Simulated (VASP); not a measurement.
A run of VASP 6.6.1:

File INCAR:

```
PREC     = Accurate       # precision mode
ENCUT    = 520            # plane-wave cutoff, eV
EDIFF    = 1E-7           # SCF threshold, eV
ISMEAR   = 0              # smearing method
SIGMA    = 0.024          # smearing width, eV
LREAL    = False          # projectors in reciprocal space
LASPH    = True           # aspherical terms in the spheres
NELM     = 60             # most SCF steps
ALGO     = Normal         # electronic algorithm
ISIF     = 2              # what is computed and relaxed
LWAVE    = False          # write WAVECAR
LCHARG   = True           # write CHGCAR
GGA      = PE             # functional
LELF     = True           # ELF
LVHAR    = True         
NBANDS   = 36             # bands
```

Contents of KPOINTS:

```
Automatic mesh
0
Gamma
  8 8 4
```

POSCAR

```
Ge
1.0
    3.9975858431      0.0000000000      0.0000000000
   -1.9987929216      3.4620108940      0.0000000000
    0.0000000000      0.0000000000      6.5993779500
Ge
4
Direct
    0.3333333333      0.6666666667      0.9370987500
    0.6666666667      0.3333333333      0.4370987500
    0.3333333333      0.6666666667      0.5629012500
    0.6666666667      0.3333333333      0.0629012500
```

Potentials or basis: VASP PAW PBE potentials, release 64 (Ge_d).

The run is started by

```console
$ cat potpaw_PBE.64/Ge_d/POTCAR > POTCAR
$ mpirun -np 1 vasp_std > vasp.out
```

Hardware: 1 thread of Intel(R) Xeon(R) 6975P-C (Granite Rapids), on a shared host.

Problem. Estimate the wall time of this run.

Solution. Wall time 66 s on 1 thread of Intel(R) Xeon(R) 6975P-C (Granite Rapids), with other jobs on the host, peak memory 0.23 GiB. Counts: scf iterations 14, k points 30.
